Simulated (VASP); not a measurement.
# Ir (P6/mmm) in VASP: relaxation of cell and atoms with PBEsol

Aim: the relaxation of cell and atoms of Ir with PBEsol.

All numbers are computed with VASP 6.6.1; they aren't measurements. Logs are shortened: lines on timing, memory, paths and dates and some standing lists are left out, and cuts for length are marked.

## Step 1: The cell of the first run

Symmetry: P6/mmm, No. 191, hexagonal system. Conventional cell: a = 4.336 Å, b = 4.336 Å, c = 2.668 Å, α = 90.00°, β = 90.00°, γ = 120.00°. Within 3.3 Å of Ir (site symmetry -6m2) lie 11 Ir at 2.50 to 2.84 Å. Within 3.5 Å of Ir (site symmetry 6/mmm) lie 14 Ir at 2.67 to 2.84 Å.

This isn't the form of Ir at room conditions, which is fcc.

## Step 2: Relaxation of cell and atoms, PBEsol

INCAR reads:

```
SYSTEM = Ir
PREC     = Accurate       ! precision mode
ENCUT    = 600            ! plane-wave cutoff, eV
EDIFF    = 1E-6           ! SCF threshold, eV
ISMEAR   = 0              ! smearing method
SIGMA    = 0.1            ! smearing width, eV
LREAL    = .False.        ! projectors in reciprocal space
LASPH    = .True.         ! aspherical terms in the spheres
NELM     = 100            ! most SCF steps
ALGO     = Fast           ! electronic algorithm
ISIF     = 3              ! what is computed and relaxed
LWAVE    = .False.        ! write WAVECAR
LCHARG   = .False.        ! write CHGCAR
GGA      = PS             ! functional
IBRION   = 2              ! ionic algorithm
NSW      = 80             ! ionic steps
EDIFFG   = -0.015         ! ionic threshold
```

KPOINTS reads:

```
regular mesh
0
Gamma
  12 12 6
  0 0 0
```

POSCAR reads:

```
Ir
1.0
    4.3363662658      0.0000000000      0.0000000000
   -2.1681831329     -3.7554033463      0.0000000000
    0.0000000000      0.0000000000     -5.3354867401
Ir
6
Direct
    0.3333333333      0.6666666667      0.2500000000
    0.3333333333      0.6666666667      0.7500000000
    0.6666666667      0.3333333333      0.2500000000
    0.6666666667      0.3333333333      0.7500000000
    0.0000000000      0.0000000000      0.5000000000
    0.0000000000      0.0000000000      0.0000000000
```

Potentials or basis: VASP PAW PBE potentials, release 64 (Ir).

Started as:

```
$ cat potpaw_PBE.64/Ir/POTCAR > POTCAR
$ mpirun -np 1 vasp_std > vasp.out
```

OUTCAR:

```text
SYSTEM = Ir
   PREC = Accurate
   ENCUT = 600
   EDIFF = 1E-6
   ISMEAR = 0
   LREAL = .False.
   LASPH = .True.
   NELM = 100
   ISIF = 3
   GGA = PS
   IBRION = 2
   NSW = 80
   EDIFFG = -0.015

 ion  position               nearest neighbor table
   1  0.333  0.667  0.250-   3 2.50   3 2.50   3 2.50   2 2.67   2 2.67   5 2.84   6 2.84   6 2.84
                             5 2.84   6 2.84   5 2.84
   2  0.333  0.667  0.750-   4 2.50   4 2.50   4 2.50   1 2.67   1 2.67   5 2.84   6 2.84   6 2.84
                             5 2.84   6 2.84   5 2.84
   3  0.667  0.333  0.250-   1 2.50   1 2.50   1 2.50   4 2.67   4 2.67   5 2.84   6 2.84   5 2.84
                             6 2.84   5 2.84   6 2.84
   4  0.667  0.333  0.750-   2 2.50   2 2.50   2 2.50   3 2.67   3 2.67   5 2.84   6 2.84   5 2.84
                             6 2.84   5 2.84   6 2.84
   5  0.000  0.000  0.500-   6 2.67   6 2.67   3 2.84   4 2.84   1 2.84   2 2.84   3 2.84   4 2.84
                             1 2.84   2 2.84   3 2.84   4 2.84   1 2.84   2 2.84
   6  0.000  0.000  0.000-   5 2.67   5 2.67   3 2.84   4 2.84   1 2.84   2 2.84   3 2.84   4 2.84
                             1 2.84   2 2.84   3 2.84   4 2.84   1 2.84   2 2.84

  LATTYP: Found a hexagonal cell.
 ALAT       =     4.3363662658
 C/A-ratio  =     1.2304050011

  Lattice vectors:

 A1 = (   4.3363662658,   0.0000000000,   0.0000000000)
 A2 = (  -2.1681831329,  -3.7554033463,   0.0000000000)
 A3 = (   0.0000000000,   0.0000000000,  -5.3354867401)

Analysis of symmetry for initial positions (statically):
=====================================================================
 Subroutine PRICEL returns following result:

  LATTYP: Found a hexagonal cell.
 ALAT       =     4.3363662658
 C/A-ratio  =     0.6152025006

  Lattice vectors:

 A1 = (   4.3363662658,   0.0000000000,   0.0000000000)
 A2 = (  -2.1681831329,  -3.7554033463,   0.0000000000)
 A3 = (   0.0000000000,   0.0000000000,  -2.6677433701)

   2 primitive cells build up your supercell.

 Routine SETGRP: Setting up the symmetry group for a
 hexagonal supercell.

 Subroutine GETGRP returns: Found 24 space group operations
 (whereof 24 operations were pure point group operations)
 out of a pool of 24 trial point group operations.

The static configuration has the point symmetry D_6h.

Analysis of symmetry for dynamics (positions and initial velocities):
=====================================================================
[... 131 lines left out ...]
   POTIM  = 0.5000    time-step for ionic-motion
   TEBEG  =    0.0;   TEEND  =   0.0 temperature during run
   PSTRESS=    0.0 pullay stress
   NELECT =      54.0000    total number of electrons
   NUPDOWN=      -1.0000    fix difference up-down
   EMIN   =  10.00;   EMAX   =-10.00  energy-range for DOS
   EFERMI =   0.00;   METHOD = LEGACY
   ISMEAR =     0;   SIGMA  =   0.10  broadening in eV -4-tet -1-fermi 0-gaus
   EFERMI_NEDOS =   21; number of points for ismear=-14 and -15
   IALGO  =     68    algorithm
   IMIX   =      4    mixing-type and parameters
     AMIX     =   0.40;   BMIX     =  1.00
     AMIX_MAG =   1.60;   BMIX_MAG =  1.00
  volume/ion in A,a.u.               =      14.48        97.72
  Fermi-wavevector in a.u.,A,eV,Ry     =   1.397078  2.640094 26.556205  1.951826
  Thomas-Fermi vector in A             =   2.520369
   LORBIT       =      0    0 simple, 1 ext, 2 COOP (PROOUT), +10 PAW based schemes
   GGA     = PS    functional components
   LHFCALC =     F    Hartree Fock is set to
   AEXX    =    0.0000 exact exchange contribution
   IVDW    =     0    specifies the selected vdW correction
   LEPSILON=     F    determine dielectric tensor
   LRPA    =     F    only Hartree local field effects (RPA)
 conjugate gradient relaxation of ions
 non-spin polarized calculation
 RMM-DIIS sequential band-by-band and
 Gauss-broadening in eV      SIGMA  =   0.10
  energy-cutoff  :      600.00
  volume of cell :       86.89
 maximum number of plane-waves:      2928
 NGX is ok and might be reduce to    36
   NGX = 17   NGY = 17   NGZ = 21

--------------------------------------- Ionic step        1  -------------------------------------------

 number of electron      54.0000000 magnetization

 Free energy of the ion-electron system (eV)
  ---------------------------------------------------
  ext. energy  EPLUGINS =         0.00000000
  ---------------------------------------------------
  free energy    TOTEN  =       -56.79279452 eV

  energy without entropy =      -56.74376191  energy(sigma->0) =      -56.76827822

------------------------ aborting loop because EDIFF is reached ----------------------------------------

  FORCE on cell =-STRESS in cart. coord.  units (eV):
  Direction    XX          YY          ZZ          XY          YZ          ZX
  --------------------------------------------------------------------------------------
  -------------------------------------------------------------------------------------
  Total        0.3728659      0.3728659      0.6548456      0.0000000     -0.0000000      0.0000000
  in kB        6.8755370      6.8755370     12.0751612      0.0000000     -0.0000000      0.0000000
  external PRESSURE =       8.6087450 kB  Pullay stress =       0.0000000 kB
[... 187 lines left out ...]
--------------------------------------- Ionic step        6  -------------------------------------------

 number of electron      54.0000000 magnetization

 Free energy of the ion-electron system (eV)
  ---------------------------------------------------
  ext. energy  EPLUGINS =         0.00000000
  ---------------------------------------------------
  free energy    TOTEN  =       -56.79346104 eV

  energy without entropy =      -56.74416594  energy(sigma->0) =      -56.76881349

 E-fermi :   9.7899     XC(G=0): -13.9335

 val. band max:        9.7886768786   @ k =   0.3333   0.0833   0.5000
 cond. band min:       9.7903139502   @ k =   0.4167   0.0000   0.5000
 fundamental gap:      0.0016370716
 Fermi energy:         9.7899008863

 k-point     1 :       0.0000    0.0000    0.0000
  band No.  band energies     occupation
      1      -1.1035      2.00000
      2       2.6299      2.00000
      3       2.8078      2.00000
      4       2.8078      2.00000
      5       2.9062      2.00000
      6       3.2984      2.00000
[... 829 lines left out ...]
     31      10.7164      0.00000
     32      11.3265      0.00000

 [... further k-points ...]

------------------------ aborting loop because EDIFF is reached ----------------------------------------

  FORCE on cell =-STRESS in cart. coord.  units (eV):
  Direction    XX          YY          ZZ          XY          YZ          ZX
  --------------------------------------------------------------------------------------
  -------------------------------------------------------------------------------------
  Total        0.0159310      0.0159310      0.0252094      0.0000000      0.0000000      0.0000000
  in kB        0.2930810      0.2930810      0.4637731      0.0000000      0.0000000      0.0000000
  external PRESSURE =       0.3499784 kB  Pullay stress =       0.0000000 kB
[... 21 lines left out ...]
  FREE ENERGIE OF THE ION-ELECTRON SYSTEM (eV)
  ---------------------------------------------------
  free  energy   TOTEN  =       -56.7934610368 eV

  energy  without entropy=      -56.7441659368  energy(sigma->0) =      -56.76881349

 reached required accuracy - stopping structural energy minimisation
```

OSZICAR:

```text
N       E                     dE             d eps       ncg     rms          rms(c)
DAV:   1     0.645154285001E+03    0.64515E+03   -0.26437E+04  4864   0.190E+03
DAV:   2    -0.805354642200E+01   -0.65321E+03   -0.63792E+03  4888   0.533E+02
[... 52 lines left out ...]
   5 F= -.56793430E+02 E0= -.56768764E+02  d E =-.162582E-04
       N       E                     dE             d eps       ncg     rms          rms(c)
DAV:   1    -0.567935308415E+02   -0.10091E-03   -0.44025E-03  4880   0.409E-01    0.464E-02
RMM:   2    -0.567934790465E+02    0.51795E-04   -0.78861E-05  4880   0.702E-02    0.245E-02
RMM:   3    -0.567934719457E+02    0.71008E-05   -0.54355E-05  4963   0.529E-02    0.279E-02
RMM:   4    -0.567934603752E+02    0.11571E-04   -0.30661E-05  4997   0.406E-02    0.416E-03
RMM:   5    -0.567934610368E+02   -0.66162E-06   -0.85172E-06  3926   0.131E-02
   6 F= -.56793461E+02 E0= -.56768813E+02  d E =-.469277E-04
```

CONTCAR:

```text
Ir
   1.00000000000000
     4.3380122482695578    0.0000000000000000   -0.0000000000000000
    -2.1690061241347789   -3.7568288089328252    0.0000000000000000
     0.0000000000000000    0.0000000000000000   -5.3438580306911305
  Ir
     6
Direct
     0.3333333332999970    0.6666666667000030    0.2500000000000000
     0.3333333332999970    0.6666666667000030    0.7500000000000000
     0.6666666667000030    0.3333333332999970    0.2500000000000000
     0.6666666667000030    0.3333333332999970    0.7500000000000000
     0.0000000000000000    0.0000000000000000    0.5000000000000000
     0.0000000000000000    0.0000000000000000    0.0000000000000000

  0.00000000E+00  0.00000000E+00  0.00000000E+00
  0.00000000E+00  0.00000000E+00  0.00000000E+00
  0.00000000E+00  0.00000000E+00  0.00000000E+00
  0.00000000E+00  0.00000000E+00  0.00000000E+00
  0.00000000E+00  0.00000000E+00  0.00000000E+00
  0.00000000E+00  0.00000000E+00  0.00000000E+00
```

It took 7.6 min on 1 thread of Intel Xeon 6975P-C (Granite Rapids), shared host; peak memory 0.37 GiB.

What came out:

```
Free energy                           : -56.7935 eV
Relaxed volume                        : 14.51 Å³/atom
Relaxed cell                          : a = 4.338 Å, b = 4.338 Å, c = 5.344 Å, α = 90.00°, β = 90.00°, γ = 120.00°
Space group after relaxing (to 0.1 Å) : P6/mmm (No. 191)
Energy gained by relaxing             : 0.1 meV/atom
Ionic steps                           : 6
Pressure after relaxing               : 0.0 GPa
Band gap on the k mesh                : zero (bands 27 and 28 overlap by 1.40 eV)
```

Step by step:
```csv
step,energy change (eV),largest force (eV/Å),pressure (GPa),volume (Å³)
1,0.0000,0.0000,0.86,86.89
2,0.0069,0.0000,-3.06,87.87
3,-0.0006,0.0000,-0.07,87.10
4,-0.0006,0.0000,0.00,87.10
5,-0.0006,0.0000,0.07,87.08
6,-0.0007,0.0000,0.03,87.09
```

Final structure:
```yaml
crystal:
  lattice:
    - [4.33801, 0.00000, 0.00000]
    - [-2.16901, -3.75683, 0.00000]
    - [0.00000, 0.00000, -5.34386]
  atoms:
    - { symbol: Ir, position: [0.33333, 0.66667, 0.25000] }
    - { symbol: Ir, position: [0.33333, 0.66667, 0.75000] }
    - { symbol: Ir, position: [0.66667, 0.33333, 0.25000] }
    - { symbol: Ir, position: [0.66667, 0.33333, 0.75000] }
    - { symbol: Ir, position: [0.00000, 0.00000, 0.50000] }
    - { symbol: Ir, position: [0.00000, 0.00000, 0.00000] }
```

Caveat: the PAW data sets were made with another functional, which shifts forces and pressure a little; spin-orbit coupling is left out, which moves the levels of the heavy elements.
